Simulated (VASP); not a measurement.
# ZnO (P6_3mc) in VASP: a series of runs

ZnO is run at these levels: r2SCAN; tasks: single point.

Program: VASP 6.6.1. These are calculated values, not measurements. Logs are shortened: lines on timing, memory, paths and dates and some standing lists are left out, and cuts for length are marked.

## (1) The cell of the first run

Symmetry: P6_3mc, No. 186, hexagonal system. The conventional cell has a = 3.148 Å, b = 3.148 Å, c = 5.064 Å, α = 90.00°, β = 90.00°, γ = 120.00°. Zn (site symmetry 3m) has 4 O at 1.92 Å within 2.5 Å. Within 2.5 Å of O (site symmetry 3m) lie 4 Zn at 1.92 Å.

## (2) Single point, r2SCAN

The input, POSCAR:

```
ZnO
1.0
    3.1481779032      0.0000000000      0.0000000000
   -1.5740889516      2.7264020398      0.0000000000
    0.0000000000      0.0000000000      5.0636281398
Zn O
2 2
Direct
    0.3333333333      0.6666666667      0.4994955208
    0.6666666667      0.3333333333     -0.0005044792
    0.6666666667      0.3333333333      0.3795144792
    0.3333333333      0.6666666667      0.8795144792
```

The input, INCAR.step1:

```
ALGO = Normal
EDIFF = 1E-4
ENCUT = 520
GGA = PE
ISMEAR = 0
LASPH = T
LCHARG = F
LREAL = F
LWAVE = T
NBANDS = 26
NELM = 100
PREC = Accurate
SIGMA = 0.01
```

The input, INCAR.step2:

```
ALGO = Normal
EDIFF = 1E-6
ENCUT = 520
ISIF = 2
ISMEAR = 0
ISTART = 1
LASPH = T
LCHARG = T
LELF = T
LMIXTAU = T
LREAL = F
LVHAR = T
LWAVE = F
METAGGA = R2SCAN
NBANDS = 26
NELM = 100
PREC = Accurate
SIGMA = 0.01
```

The input, KPOINTS:

```
k-points
0
Gamma
  8 8 4
```

Potentials or basis: VASP PAW PBE potentials, release 64 (Zn, O).

The run is started by

```console
$ cat potpaw_PBE.64/Zn/POTCAR potpaw_PBE.64/O/POTCAR > POTCAR
$ cp INCAR.step1 INCAR
$ mpirun -np 1 vasp_std > vasp.out
$ cp INCAR.step2 INCAR
$ mpirun -np 1 vasp_std > vasp.out
```

OUTCAR:

```text
EDIFF = 1E-6
   ENCUT = 520
   ISIF = 2
   ISMEAR = 0
   ISTART = 1
   LASPH = T
   LREAL = F
   METAGGA = R2SCAN
   NELM = 100
   PREC = Accurate

 ion  position               nearest neighbor table
   1  0.333  0.667  0.499-   3 1.92   3 1.92   3 1.92   4 1.92
   2  0.667  0.333  0.999-   4 1.92   4 1.92   4 1.92   3 1.92
   3  0.667  0.333  0.380-   1 1.92   1 1.92   1 1.92   2 1.92
   4  0.333  0.667  0.880-   2 1.92   2 1.92   2 1.92   1 1.92

  LATTYP: Found a hexagonal cell.
 ALAT       =     3.1481779032
 C/A-ratio  =     1.6084313833

  Lattice vectors:

 A1 = (   3.1481779032,   0.0000000000,   0.0000000000)
 A2 = (  -1.5740889516,   2.7264020398,   0.0000000000)
 A3 = (   0.0000000000,   0.0000000000,   5.0636281398)

Analysis of symmetry for initial positions (statically):
=====================================================================
 Subroutine PRICEL returns:
 Original cell was already a primitive cell.

 Routine SETGRP: Setting up the symmetry group for a
 hexagonal supercell.

 Subroutine GETGRP returns: Found 12 space group operations
 (whereof  6 operations were pure point group operations)
 out of a pool of 24 trial point group operations.

The static configuration has the point symmetry C_3v.
 The point group associated with its full space group is C_6v.

Analysis of symmetry for dynamics (positions and initial velocities):
=====================================================================
 Subroutine PRICEL returns:
 Original cell was already a primitive cell.

 Routine SETGRP: Setting up the symmetry group for a
 hexagonal supercell.

 Subroutine GETGRP returns: Found 12 space group operations
 (whereof  6 operations were pure point group operations)
 out of a pool of 24 trial point group operations.

The dynamic configuration has the point symmetry C_3v.
 The point group associated with its full space group is C_6v.

 Subroutine INISYM returns: Found 12 space group operations
 (whereof  6 operations are pure point group operations),
 and found     1 'primitive' translations

----------------------------------------------------------------------------------------

                                     Primitive cell

  volume of cell :      43.4621

  direct lattice vectors                    reciprocal lattice vectors
     3.148177903  0.000000000  0.000000000     0.317644057  0.183391882  0.000000000
    -1.574088952  2.726402040  0.000000000     0.000000000  0.366783763  0.000000000
     0.000000000  0.000000000  5.063628140     0.000000000  0.000000000  0.197486856

  length of vectors
     3.148177903  3.148177903  5.063628140     0.366783763  0.366783763  0.197486856

  position of ions in fractional coordinates (direct lattice)
     0.333333333  0.666666667  0.499495521
     0.666666667  0.333333333  0.999495521
     0.666666667  0.333333333  0.379514479
     0.333333333  0.666666667  0.879514479

  ion indices of the primitive-cell ions
   primitive index   ion index
                 1           1
                 2           2
                 3           3
                 4           4

----------------------------------------------------------------------------------------

 KPOINTS: k-points

Automatic generation of k-mesh.
 Grid dimensions read from file:
 generate k-points for:    8    8    4

 Generating k-lattice:

  Cartesian coordinates                     Fractional coordinates (reciprocal lattice)
     0.039705507  0.022923985  0.000000000     0.125000000  0.000000000  0.000000000
     0.000000000  0.045847970  0.000000000     0.000000000  0.125000000  0.000000000
     0.000000000  0.000000000  0.049371714     0.000000000  0.000000000  0.250000000

  Length of vectors
     0.045847970  0.045847970  0.049371714

  Shift w.r.t. Gamma in fractional coordinates (k-lattice)
     0.000000000  0.000000000  0.000000000

 Subroutine IBZKPT returns following result:
 ===========================================

 Found     30 irreducible k-points:

 Following reciprocal coordinates:
            Coordinates               Weight
  0.000000  0.000000  0.000000      1.000000
  0.125000  0.000000  0.000000      6.000000
  0.250000  0.000000  0.000000      6.000000
  0.375000 -0.000000  0.000000      6.000000
  0.500000  0.000000  0.000000      3.000000
  0.125000  0.125000  0.000000      6.000000
[... 16 lines left out ...]
  0.250000  0.000000  0.500000      6.000000
  0.375000 -0.000000  0.500000      6.000000
 [... further k-points ...]
   k-points           NKPTS =     30   k-points in BZ     NKDIM =     30   number of bands    NBANDS=     26
   number of dos      NEDOS =    301   number of ions     NIONS =      4
   total plane-waves  NPLWV =  23040
   dimension x,y,z NGX =    24 NGY =   24 NGZ =   40
   dimension x,y,z NGXF=    48 NGYF=   48 NGZF=   80
   ions per type =               2   2
   NGX,Y,Z   is equivalent  to a cutoff of  12.67, 12.67, 13.13 a.u.
   NGXF,Y,Z  is equivalent  to a cutoff of  25.35, 25.35, 26.27 a.u.
 SYSTEM =  unknown system
   PREC   = accura    normal or accurate (medium, high low for compatibility)
   ISTART =      1    job   : 0-new  1-cont  2-samecut
   ICHARG =      0    charge: 1-file 2-atom 10-const
   ISPIN  =      1    spin polarized calculation?
   LNONCOLLINEAR =      F non collinear calculations
   LSORBIT =      F    spin-orbit coupling
   LASPH  =      T    aspherical Exc in radial PAW
   ENCUT  =  520.0 eV  38.22 Ry    6.18 a.u.   5.85  5.85  9.41*2*pi/ulx,y,z
   NELM   =    100;   NELMIN=  2; NELMDL=  0     # of ELM steps
   EDIFF  = 0.1E-05   stopping-criterion for ELM
   LREAL  =      F    real-space projection
[... 7 lines left out ...]
   TEBEG  =    0.0;   TEEND  =   0.0 temperature during run
   PSTRESS=    0.0 pullay stress
   NELECT =      36.0000    total number of electrons
   NUPDOWN=      -1.0000    fix difference up-down
   EMIN   =  10.00;   EMAX   =-10.00  energy-range for DOS
   EFERMI =   0.00;   METHOD = LEGACY
   ISMEAR =     0;   SIGMA  =   0.01  broadening in eV -4-tet -1-fermi 0-gaus
   EFERMI_NEDOS =   21; number of points for ismear=-14 and -15
   IALGO  =     38    algorithm
   IMIX   =      4    mixing-type and parameters
     AMIX     =   0.40;   BMIX     =  1.00
     AMIX_MAG =   1.60;   BMIX_MAG =  1.00
  volume/ion in A,a.u.               =      10.87        73.32
  Fermi-wavevector in a.u.,A,eV,Ry     =   1.537465  2.905388 32.161448  2.363800
  Thomas-Fermi vector in A             =   2.643970
   LORBIT       =      0    0 simple, 1 ext, 2 COOP (PROOUT), +10 PAW based schemes
   METAGGA = R2SCAN    functional components
   LHFCALC =     F    Hartree Fock is set to
   AEXX    =    0.0000 exact exchange contribution
   IVDW    =     0    specifies the selected vdW correction
   LEPSILON=     F    determine dielectric tensor
   LRPA    =     F    only Hartree local field effects (RPA)
 non-spin polarized calculation
 Gauss-broadening in eV      SIGMA  =   0.01
  energy-cutoff  :      520.00
  volume of cell :       43.46
 maximum number of plane-waves:      1194
 NGX is ok and might be reduce to    24
   NGX = 11   NGY = 11   NGZ = 19

 number of electron      35.9999960 magnetization

 Free energy of the ion-electron system (eV)
  ---------------------------------------------------
  ext. energy  EPLUGINS =         0.00000000
  ---------------------------------------------------
  free energy    TOTEN  =       -36.12186301 eV

  energy without entropy =      -36.12186301  energy(sigma->0) =      -36.12186301

 E-fermi :   1.8525     XC(G=0): -12.2031

 val. band max:        1.7355783478   @ k =   0.0000   0.0000   0.0000
 cond. band min:       3.0979598085   @ k =   0.0000   0.0000   0.0000
 fundamental gap:      1.3623814607
 Fermi energy:         1.8525348158

 k-point     1 :       0.0000    0.0000    0.0000
  band No.  band energies     occupation
      1     -18.1533      2.00000
      2     -17.3223      2.00000
      3      -4.7333      2.00000
      4      -4.6035      2.00000
      5      -4.6035      2.00000
      6      -4.5262      2.00000
[... 18 lines left out ...]
     25      17.4226      0.00000
     26      17.4227      0.00000

 k-point     2 :       0.1250    0.0000    0.0000
  band No.  band energies     occupation
      1     -18.0563      2.00000
      2     -17.2797      2.00000
      3      -4.7338      2.00000
      4      -4.5817      2.00000
      5      -4.5449      2.00000
      6      -4.4730      2.00000
[... 18 lines left out ...]
     25      17.4434      0.00000
     26      17.6353      0.00000

 k-point     3 :       0.2500    0.0000    0.0000
  band No.  band energies     occupation
      1     -17.8059      2.00000
      2     -17.1842      2.00000
      3      -4.9390      2.00000
      4      -4.5334      2.00000
      5      -4.4140      2.00000
      6      -4.3068      2.00000
[... 18 lines left out ...]
     25      16.5092      0.00000
     26      17.4298      0.00000

 k-point     4 :       0.3750   -0.0000    0.0000
  band No.  band energies     occupation
      1     -17.5164      2.00000
      2     -17.1150      2.00000
      3      -5.0101      2.00000
      4      -4.6421      2.00000
      5      -4.3101      2.00000
      6      -4.0752      2.00000
[... 18 lines left out ...]
     25      16.3544      0.00000
     26      17.4968      0.00000
[... 496 lines left out ...]
      1     -17.6767      2.00000
      2     -17.6767      2.00000
      3      -4.9419      2.00000
      4      -4.9419      2.00000
      5      -4.4589      2.00000
      6      -4.4589      2.00000
[... 18 lines left out ...]
     25      16.3644      0.00000
     26      16.3644      0.00000

 k-point    23 :       0.2500    0.0000    0.5000
  band No.  band energies     occupation
      1     -17.4957      2.00000
      2     -17.4957      2.00000
      3      -5.0653      2.00000
      4      -5.0653      2.00000
      5      -4.2967      2.00000
      6      -4.2967      2.00000
[... 18 lines left out ...]
     25      16.6843      0.00000
     26      16.6843      0.00000

 k-point    24 :       0.3750   -0.0000    0.5000
  band No.  band energies     occupation
      1     -17.3081      2.00000
      2     -17.3081      2.00000
      3      -5.1457      2.00000
      4      -5.1457      2.00000
      5      -4.0878      2.00000
      6      -4.0878      2.00000
[... 18 lines left out ...]
     25      16.8531      0.00000
     26      16.8531      0.00000

 [... further k-points ...]

------------------------ aborting loop because EDIFF is reached ----------------------------------------

  FORCE on cell =-STRESS in cart. coord.  units (eV):
  Direction    XX          YY          ZZ          XY          YZ          ZX
  --------------------------------------------------------------------------------------
  -------------------------------------------------------------------------------------
  Total        4.4929756      4.4929756      4.5450763      0.0000000      0.0000000      0.0000000
  in kB      165.6279691    165.6279691    167.5485965      0.0000000      0.0000000      0.0000000
  external PRESSURE =     166.2681782 kB  Pullay stress =       0.0000000 kB

 VOLUME and BASIS-vectors are now :
 -----------------------------------------------------------------------------
  energy-cutoff  :      520.00
  volume of cell :       43.46
      direct lattice vectors                 reciprocal lattice vectors
     3.148177903  0.000000000  0.000000000     0.317644057  0.183391882  0.000000000
    -1.574088952  2.726402040  0.000000000     0.000000000  0.366783763  0.000000000
     0.000000000  0.000000000  5.063628140     0.000000000  0.000000000  0.197486856

 POSITION                                       TOTAL-FORCE (eV/Angst)
 -----------------------------------------------------------------------------------
     -0.00000      1.81760      2.52926         0.000000      0.000000     -0.003758
      1.57409      0.90880      5.06107         0.000000     -0.000000     -0.003758
      1.57409      0.90880      1.92172        -0.000000      0.000000      0.003758
     -0.00000      1.81760      4.45353         0.000000      0.000000      0.003758
 -----------------------------------------------------------------------------------
    total drift:                                0.000000      0.000000     -0.051334

  FREE ENERGIE OF THE ION-ELECTRON SYSTEM (eV)
  ---------------------------------------------------
  free  energy   TOTEN  =       -36.1218630086 eV

  energy  without entropy=      -36.1218630086  energy(sigma->0) =      -36.12186301
```

Run time: 49 s. Hardware: 1 thread of Intel Xeon 6975P-C (Granite Rapids), shared host; peak memory 0.17 GiB.

Results:

| Quantity | Value |
| --- | --- |
| Free energy | -36.1219 eV |
| Pressure | 16.6 GPa |
| Largest force | 0.004 eV/Å |
| Band gap on the k mesh | 1.36 eV |

Forces on the atoms (eV/Å):
```
Zn   0.000  0.000 -0.004
Zn   0.000  0.000 -0.004
O    0.000  0.000  0.004
O    0.000  0.000  0.004
```

Caveat: the cell stands under pressure; the PAW data sets were made with another functional, which shifts forces and pressure a little.

## (3) Single point, r2SCAN

This run uses another cell than the first one, of 11.14 Å³/atom.

The input, POSCAR:

```
ZnO
1.0
    3.1737979182      0.0000000000      0.0000000000
   -1.5868989591      2.7485896237      0.0000000000
    0.0000000000      0.0000000000      5.1068386187
Zn O
2 2
Direct
    0.3333333333      0.6666666667      0.4995713717
    0.6666666667      0.3333333333     -0.0004286283
    0.6666666667      0.3333333333      0.3794386283
    0.3333333333      0.6666666667      0.8794386283
```

The input, INCAR.step1:

```
SYSTEM = ZnO
ALGO = Normal
EDIFF = 1E-4
ENCUT = 520
GGA = PE
ISMEAR = 0
LASPH = .TRUE.
LCHARG = .FALSE.
LREAL = .FALSE.
LWAVE = .TRUE.
NBANDS = 26
NELM = 80
PREC = Accurate
SIGMA = 0.01
```

The input, INCAR.step2:

```
SYSTEM = ZnO
ALGO = Normal
EDIFF = 1E-6
ENCUT = 520
ISIF = 2
ISMEAR = 0
ISTART = 1
LASPH = .TRUE.
LCHARG = .FALSE.
LMIXTAU = .TRUE.
LREAL = .FALSE.
LWAVE = .FALSE.
METAGGA = R2SCAN
NBANDS = 26
NELM = 80
PREC = Accurate
SIGMA = 0.01
```

The input, KPOINTS:

```
k-points
0
G
  8 8 4
  0 0 0
```

Potentials or basis: VASP PAW PBE potentials, release 64 (Zn, O).

The run is started by

```console
$ cat potpaw_PBE.64/Zn/POTCAR potpaw_PBE.64/O/POTCAR > POTCAR
$ cp INCAR.step1 INCAR
$ mpirun -np 1 vasp_std > vasp.out
$ cp INCAR.step2 INCAR
$ mpirun -np 1 vasp_std > vasp.out
```

OUTCAR:

```text
SYSTEM = ZnO
   EDIFF = 1E-6
   ENCUT = 520
   ISIF = 2
   ISMEAR = 0
   ISTART = 1
   LASPH = .TRUE.
   LREAL = .FALSE.
   METAGGA = R2SCAN
   NELM = 80
   PREC = Accurate

 ion  position               nearest neighbor table
   1  0.333  0.667  0.500-   3 1.93   3 1.93   3 1.93   4 1.94
   2  0.667  0.333  1.000-   4 1.93   4 1.93   4 1.93   3 1.94
   3  0.667  0.333  0.379-   1 1.93   1 1.93   1 1.93   2 1.94
   4  0.333  0.667  0.879-   2 1.93   2 1.93   2 1.93   1 1.94

  LATTYP: Found a hexagonal cell.
 ALAT       =     3.1737979182
 C/A-ratio  =     1.6090623128

  Lattice vectors:

 A1 = (   3.1737979182,   0.0000000000,   0.0000000000)
 A2 = (  -1.5868989591,   2.7485896237,   0.0000000000)
 A3 = (   0.0000000000,   0.0000000000,   5.1068386187)

Analysis of symmetry for initial positions (statically):
=====================================================================
 Subroutine PRICEL returns:
 Original cell was already a primitive cell.

 Routine SETGRP: Setting up the symmetry group for a
 hexagonal supercell.
[... 171 lines left out ...]

  energy without entropy =      -36.21703514  energy(sigma->0) =      -36.21703514

 E-fermi :   1.5890     XC(G=0): -12.0535

 val. band max:        1.4839779656   @ k =   0.0000   0.0000   0.0000
 cond. band min:       2.8092462514   @ k =   0.0000   0.0000   0.0000
 fundamental gap:      1.3252682858
 Fermi energy:         1.5890006925

 k-point     1 :       0.0000    0.0000    0.0000
  band No.  band energies     occupation
      1     -18.1747      2.00000
      2     -17.3853      2.00000
      3      -4.7645      2.00000
      4      -4.7013      2.00000
      5      -4.7013      2.00000
      6      -4.6308      2.00000
[... 685 lines left out ...]
     25      16.4417      0.00000
     26      16.4417      0.00000

 [... further k-points ...]

------------------------ aborting loop because EDIFF is reached ----------------------------------------

  FORCE on cell =-STRESS in cart. coord.  units (eV):
  Direction    XX          YY          ZZ          XY          YZ          ZX
  --------------------------------------------------------------------------------------
  -------------------------------------------------------------------------------------
  Total        3.1479703      3.1479703      3.2153773      0.0000000      0.0000000      0.0000000
  in kB      113.2139409    113.2139409    115.6381731      0.0000000      0.0000000      0.0000000
  external PRESSURE =     114.0220183 kB  Pullay stress =       0.0000000 kB

 VOLUME and BASIS-vectors are now :
 -----------------------------------------------------------------------------
  energy-cutoff  :      520.00
  volume of cell :       44.55
      direct lattice vectors                 reciprocal lattice vectors
     3.173797918  0.000000000  0.000000000     0.315079922  0.181911478  0.000000000
    -1.586898959  2.748589624  0.000000000     0.000000000  0.363822955  0.000000000
     0.000000000  0.000000000  5.106838619     0.000000000  0.000000000  0.195815861

 POSITION                                       TOTAL-FORCE (eV/Angst)
 -----------------------------------------------------------------------------------
     -0.00000      1.83239      2.55123         0.000000     -0.000000      0.000399
      1.58690      0.91620      5.10465        -0.000000      0.000000      0.000399
      1.58690      0.91620      1.93773        -0.000000     -0.000000     -0.000399
     -0.00000      1.83239      4.49115        -0.000000      0.000000     -0.000399
 -----------------------------------------------------------------------------------
    total drift:                                0.000001      0.000001     -0.026939

  FREE ENERGIE OF THE ION-ELECTRON SYSTEM (eV)
  ---------------------------------------------------
  free  energy   TOTEN  =       -36.2170351392 eV

  energy  without entropy=      -36.2170351392  energy(sigma->0) =      -36.21703514
```

OUTCAR.step1:

```text
SYSTEM = ZnO
   EDIFF = 1E-4
   ENCUT = 520
   GGA = PE
   ISMEAR = 0
   LASPH = .TRUE.
   LREAL = .FALSE.
   NELM = 80
[... 926 lines left out ...]
      1.58690      0.91620      5.10465         0.000000      0.000000      0.000942
      1.58690      0.91620      1.93773         0.000000      0.000000     -0.000942
     -0.00000      1.83239      4.49115        -0.000000     -0.000000     -0.000942
 -----------------------------------------------------------------------------------
    total drift:                                0.000001      0.000001      0.001573

  FREE ENERGIE OF THE ION-ELECTRON SYSTEM (eV)
  ---------------------------------------------------
  free  energy   TOTEN  =       -17.6003353331 eV

  energy  without entropy=      -17.6003353331  energy(sigma->0) =      -17.60033533
```

Wall time 57 s (1 thread of Intel Xeon 6975P-C (Granite Rapids), shared host); peak memory 0.17 GiB.

Results:

| Property | Result |
| --- | --- |
| Free energy | -36.2170 eV |
| Pressure | 11.4 GPa |
| Band gap on the k mesh | 1.33 eV |

Caveat: the cell stands under pressure; the PAW data sets were made with another functional, which shifts forces and pressure a little.

(Part 1 of 2 ends here.)
